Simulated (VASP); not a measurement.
Set up this calculation in VASP 6.6.1, as the native input.

```
Task                   : single point
Functional             : PBE
Potentials or basis    : VASP PAW PBE potentials, release 64 (Si, W_sv)
Cutoff                 : 520 eV
k mesh                 : 8 × 8 × 8
Occupations            : gaussian, width 0.1 eV
Spin                   : no spin polarisation
Dipole correction      : no
Further INCAR settings : ALGO = Normal; EDIFF = 1e-07; NBANDS = 18
```

The structure of Si2W lies in POSCAR:

```
Si2W
1.0
   -1.6060000000      1.6060000000      3.9400000000
    1.6060000000     -1.6060000000      3.9400000000
    1.6060000000      1.6060000000     -3.9400000000
Si W
2 1
Direct
    0.3330000000      0.3330000000      0.0000000000
    0.6670000000      0.6670000000      0.0000000000
    0.0000000000      0.0000000000      0.0000000000
```

The input as run:

INCAR

```
SYSTEM = Si2W
PREC = Accurate ; ENCUT = 520
EDIFF = 1E-7 ; ISMEAR = 0
SIGMA = 0.1 ; LREAL = .FALSE.
LASPH = .TRUE. ; NELM = 100
ALGO = Normal ; ISIF = 2
LWAVE = .FALSE. ; LCHARG = .FALSE.
GGA = PE ; NBANDS = 18
```

KPOINTS

```
Automatic mesh
0
G
  8 8 8
  0 0 0
```

Potentials or basis: VASP PAW PBE potentials, release 64 (Si, W_sv).

Command:

```bash
$ cat potpaw_PBE.64/Si/POTCAR potpaw_PBE.64/W_sv/POTCAR > POTCAR
$ mpirun -np 1 vasp_std > vasp.out
```

Results of the run:

```json
{
 "Pressure": "1.8 GPa",
 "Largest force": "0.246 eV/Å",
 "Band gap on the k mesh": "zero (band 11 reaches 12.67 eV, above the bottom of band 12 at 11.40 eV)"
}
```

Caveat: spin-orbit coupling is left out, which moves the levels of the heavy elements.

Wall time 22 s on 1 thread of Intel(R) Xeon(R) 6975P-C (Granite Rapids), with other jobs on the host, peak memory 0.22 GiB.
